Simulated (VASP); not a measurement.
# HfO2 (P1) in VASP: single point with PBE

Aim: the single point of HfO2 with PBE.

All numbers are computed with VASP 6.6.1; they aren't measurements. Logs are shortened: lines on timing, memory, paths and dates and some standing lists are left out, and cuts for length are marked.

## 1. The cell of the first run

The typed cell holds 6 atoms: a = 3.715 Å, b = 3.509 Å, c = 5.116 Å, α = 94.37°, β = 91.18°, γ = 85.62°.

## 2. Single point, PBE (atoms moved at random and the cell strained at random)

The input, INCAR:

```
SYSTEM = HfO2
PREC = Accurate
ENCUT = 520
EDIFF = 1E-6
ISMEAR = 0
SIGMA = 0.05
LREAL = .False.
LASPH = .True.
NELM = 60
ALGO = Normal
ISIF = 2
LWAVE = .False.
LCHARG = .False.
GGA = PE
NBANDS = 31
```

The input, KPOINTS:

```
regular mesh
0
Gamma
  6 6 6
  0 0 0
```

The input, POSCAR:

```
HfO2
1.0
    3.7120466648      0.1372081720     -0.0345703870
    0.1372081720      3.5034629568     -0.1332289214
   -0.0502507791     -0.1936587261      5.1121491699
Hf O
2 4
Direct
    0.5592183676      0.5890065980      0.4748428247
   -0.0164443733     -0.0190890500     -0.0397863498
   -0.0146514885      0.4412091671      0.7178565913
    0.5265525517     -0.0763464525      0.8420441268
    0.5455351112      0.0032446696      0.3134113761
   -0.1002101687      0.5619750678      0.1916314309
```

Potentials or basis: VASP PAW PBE potentials, release 64 (Hf_pv, O).

Launch:

```sh
cat potpaw_PBE.64/Hf_pv/POTCAR potpaw_PBE.64/O/POTCAR > POTCAR
mpirun -np 1 vasp_std > vasp.out
```

OUTCAR:

```text
SYSTEM = HfO2
   PREC = Accurate
   ENCUT = 520
   EDIFF = 1E-6
   ISMEAR = 0
   LREAL = .False.
   LASPH = .True.
   NELM = 60
   ISIF = 2
   GGA = PE

 ion  position               nearest neighbor table
   1  0.559  0.589  0.475-   5 1.72   6 1.94   3 2.05   4 2.14   5 2.16   3 2.60   6 2.82   2 3.19
                             2 3.45   2 3.52   2 3.57   2 3.64   2 3.65
   2  0.984  0.981  0.960-   4 1.81   6 2.00   4 2.11   3 2.11   3 2.18   6 2.28   5 2.45   5 2.73
                             1 3.19   1 3.45   1 3.52   1 3.57   1 3.64   1 3.65
   3  0.985  0.441  0.718-   1 2.05   2 2.11   2 2.18   1 2.60
   4  0.527  0.924  0.842-   2 1.81   2 2.11   1 2.14
   5  0.546  0.003  0.313-   1 1.72   1 2.16   2 2.45   2 2.73
   6  0.900  0.562  0.192-   1 1.94   2 2.00   2 2.28   1 2.82

  LATTYP: Found a triclinic cell.
 ALAT       =     3.5086790559
 B/A-ratio  =     1.5107928565
 C/A-ratio  =     2.0601180343
 COS(alpha) =     0.0069893884
 COS(beta)  =     0.5000699099
 COS(gamma) =     0.7153815364

  Lattice vectors:

 A1 = (   0.1372081720,   3.5034629568,  -0.1332289214)
 A2 = (   3.8492548368,   3.6406711288,  -0.1677993084)
 A3 = (  -3.5245877137,   3.5599135109,  -5.2108077043)

Analysis of symmetry for initial positions (statically):
=====================================================================
 Subroutine PRICEL returns:
 Original cell was already a primitive cell.

 Routine SETGRP: Setting up the symmetry group for a
 triclinic supercell.

 Subroutine GETGRP returns: Found  1 space group operations
 (whereof  1 operations were pure point group operations)
 out of a pool of  2 trial point group operations.

The static configuration has the point symmetry C_1 .

Analysis of symmetry for dynamics (positions and initial velocities):
=====================================================================
 Subroutine PRICEL returns:
 Original cell was already a primitive cell.

 Routine SETGRP: Setting up the symmetry group for a
 triclinic supercell.

 Subroutine GETGRP returns: Found  1 space group operations
 (whereof  1 operations were pure point group operations)
 out of a pool of  2 trial point group operations.

The dynamic configuration has the point symmetry C_1 .

 Subroutine INISYM returns: Found  1 space group operations
 (whereof  1 operations are pure point group operations),
 and found     1 'primitive' translations

----------------------------------------------------------------------------------------

[... 98 lines left out ...]
   ENCUT  =  520.0 eV  38.22 Ry    6.18 a.u.   6.91  6.52  9.51*2*pi/ulx,y,z
   NELM   =     60;   NELMIN=  2; NELMDL= -5     # of ELM steps
   EDIFF  = 0.1E-05   stopping-criterion for ELM
   LREAL  =      F    real-space projection
   EDIFFG = 0.1E-04   stopping-criterion for IOM
   NSW    =      0    number of steps for IOM
   IBRION =     -1    ionic relax: 0-MD 1-quasi-New 2-CG
   NFREE  =      0    steps in history (QN), initial steepest desc. (CG)
   ISIF   =      2    stress and relaxation
   ISYM   =      2    0-nonsym 1-usesym 2-fastsym
   POTIM  = 0.5000    time-step for ionic-motion
   TEBEG  =    0.0;   TEEND  =   0.0 temperature during run
   PSTRESS=    0.0 pullay stress
   NELECT =      44.0000    total number of electrons
   NUPDOWN=      -1.0000    fix difference up-down
   EMIN   =  10.00;   EMAX   =-10.00  energy-range for DOS
   EFERMI =   0.00;   METHOD = LEGACY
   ISMEAR =     0;   SIGMA  =   0.05  broadening in eV -4-tet -1-fermi 0-gaus
   EFERMI_NEDOS =   21; number of points for ismear=-14 and -15
   IALGO  =     38    algorithm
   IMIX   =      4    mixing-type and parameters
     AMIX     =   0.40;   BMIX     =  1.00
     AMIX_MAG =   1.60;   BMIX_MAG =  1.00
  volume/ion in A,a.u.               =      11.05        74.55
  Fermi-wavevector in a.u.,A,eV,Ry     =   1.428068  2.698657 27.747425  2.039378
  Thomas-Fermi vector in A             =   2.548170
   LORBIT       =      0    0 simple, 1 ext, 2 COOP (PROOUT), +10 PAW based schemes
   GGA     = PE    functional components
   LHFCALC =     F    Hartree Fock is set to
   AEXX    =    0.0000 exact exchange contribution
   IVDW    =     0    specifies the selected vdW correction
   LEPSILON=     F    determine dielectric tensor
   LRPA    =     F    only Hartree local field effects (RPA)
 non-spin polarized calculation
 Gauss-broadening in eV      SIGMA  =   0.05
  energy-cutoff  :      520.00
  volume of cell :       66.29
 maximum number of plane-waves:      1804
   NGX = 13   NGY = 13   NGZ = 19

 number of electron      44.0000001 magnetization

 Free energy of the ion-electron system (eV)
  ---------------------------------------------------
  ext. energy  EPLUGINS =         0.00000000
  ---------------------------------------------------
  free energy    TOTEN  =       -56.63607044 eV

  energy without entropy =      -56.63607044  energy(sigma->0) =      -56.63607044

 E-fermi :   4.3694     XC(G=0): -11.6201

 val. band max:        4.0290499587   @ k =   0.1667   0.1667  -0.0000
 cond. band min:       7.1314443459   @ k =   0.5000  -0.0000   0.5000
 fundamental gap:      3.1023943872
 Fermi energy:         4.3694351521

 k-point     1 :       0.0000    0.0000    0.0000
  band No.  band energies     occupation
      1     -25.9929      2.00000
      2     -25.7354      2.00000
      3     -25.4999      2.00000
      4     -25.3263      2.00000
      5     -25.2027      2.00000
      6     -25.0630      2.00000
[... 805 lines left out ...]
     30      13.3272      0.00000
     31      13.5544      0.00000

 [... further k-points ...]
[... 5 lines left out ...]
  --------------------------------------------------------------------------------------
  -------------------------------------------------------------------------------------
  Total       13.5715035     17.8898357     15.4298029     -5.8078542     -4.5955894     -0.0935413
  in kB      328.0258267    432.4007392    372.9412774   -140.3769445   -111.0762711     -2.2609120
  external PRESSURE =     377.7892811 kB  Pullay stress =       0.0000000 kB

 VOLUME and BASIS-vectors are now :
 -----------------------------------------------------------------------------
  energy-cutoff  :      520.00
  volume of cell :       66.29
      direct lattice vectors                 reciprocal lattice vectors
     3.712046665  0.137208172 -0.034570387     0.269801562 -0.010480643  0.002255034
     0.137208172  3.503462957 -0.133228921    -0.010480643  0.286250781  0.010740747
    -0.050250779 -0.193658726  5.112149170     0.001551367  0.007389175  0.195907612

 POSITION                                       TOTAL-FORCE (eV/Angst)
 -----------------------------------------------------------------------------------
      2.13280      2.04833      2.32966        -2.625981     -8.020817      4.993581
      3.73734      3.38558      4.74407         3.427108      1.775820      3.135161
      3.68212      1.54194      3.57694         2.026395      0.610565     -2.018241
      2.03901      3.14516      4.16339        -5.041332      0.191751     -2.965862
      2.00975      0.02552      1.58291        -3.107519     10.052151     -2.201988
      3.40754      2.05521      0.87367         5.321330     -4.609470     -0.942652
 -----------------------------------------------------------------------------------
    total drift:                                0.000596      0.000462     -0.001159

  FREE ENERGIE OF THE ION-ELECTRON SYSTEM (eV)
  ---------------------------------------------------
  free  energy   TOTEN  =       -56.6360704388 eV

  energy  without entropy=      -56.6360704388  energy(sigma->0) =      -56.63607044
```

It took 3.2 min on 1 thread of Intel Xeon Platinum 8259CL at 2.50GHz (Skylake/Cascade Lake), shared host; peak memory 0.31 GiB.

What came out:

```yaml
Free_energy: -56.6361 eV
Pressure: 37.8 GPa
Largest_force: 10.749 eV/Å
Band_gap_on_the_k_mesh: 3.10 eV, indirect (least direct gap 3.73 eV)
```

Forces in eV/Å, atoms in the order of the input:
```
Hf  -2.626 -8.021  4.994
Hf   3.427  1.776  3.135
O    2.026  0.611 -2.018
O   -5.041  0.192 -2.966
O   -3.108 10.052 -2.202
O    5.321 -4.609 -0.943
```

Stress tensor (GPa, compression positive):
```
 32.80 -14.04  -0.23
-14.04  43.24 -11.11
 -0.23 -11.11  37.29
```

Caveat: the cell differs from its parent crystal (atoms moved at random and the cell strained at random); spin-orbit coupling is left out, which moves the levels of the heavy elements; forces of over 1 eV/Å act on the atoms, so gaps and moduli don't describe the material at rest. A k mesh can miss the band edges.
